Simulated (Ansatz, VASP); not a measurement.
**W: VASP beside Ansatz**

File INCAR:

```
PREC     = Accurate       # precision mode
ENCUT    = 520            # plane-wave cutoff, eV
EDIFF    = 1E-7           # SCF threshold, eV
ISMEAR   = -1             # smearing method
SIGMA    = 0.15           # smearing width, eV
LREAL    = False          # projectors in reciprocal space
LASPH    = True           # aspherical terms in the spheres
NELM     = 60             # most SCF steps
ALGO     = Normal         # electronic algorithm
ISIF     = 2              # what is computed and relaxed
LWAVE    = False          # write WAVECAR
LCHARG   = True           # write CHGCAR
GGA      = PE             # functional
LELF     = True           # ELF
LVHAR    = True         
NBANDS   = 13             # bands
```

KPOINTS

```
regular mesh
0
Gamma
  13 13 13
```

The input POSCAR:

```
W
1.0
   -1.5823450000      1.5823450000      1.5823450000
    1.5823450000     -1.5823450000      1.5823450000
    1.5823450000      1.5823450000     -1.5823450000
W
1
Direct
    0.0000000000      0.0000000000      0.0000000000
```

Input for Ansatz:

```yaml
crystal:
  lattice:
    - [-1.582345, 1.582345, 1.582345]
    - [1.582345, -1.582345, 1.582345]
    - [1.582345, 1.582345, -1.582345]
  atoms:
    - { symbol: W, position: [0.0, 0.0, 0.0] }
basis:
  ecutwfc: 489.804952427784
kpoints:
  mp_grid:
    grid: [13, 13, 13]
hamiltonian:
  xc: pbe
scf:
  occupations:
    method: fermi_dirac
    width: 0.15
output:
  stress: true
```

Alike in both runs: task single point; functional PBE; k mesh 13 × 13 × 13; occupations fermi-dirac, width 0.15 eV; no spin polarisation.

|  | VASP | Ansatz |
| --- | --- | --- |
| version | VASP 6.6.1 | Ansatz 0.2.0 |
| potentials or method | VASP PAW PBE potentials, release 64 (W_sv), cutoff 520 eV | plane waves, PAW |
| valence electrons in the cell | 14 | 14 |

```csv
,VASP,Ansatz,Ansatz less VASP
pressure (GPa),6.1,5.5,-0.59
```

Spin-orbit coupling is off throughout.
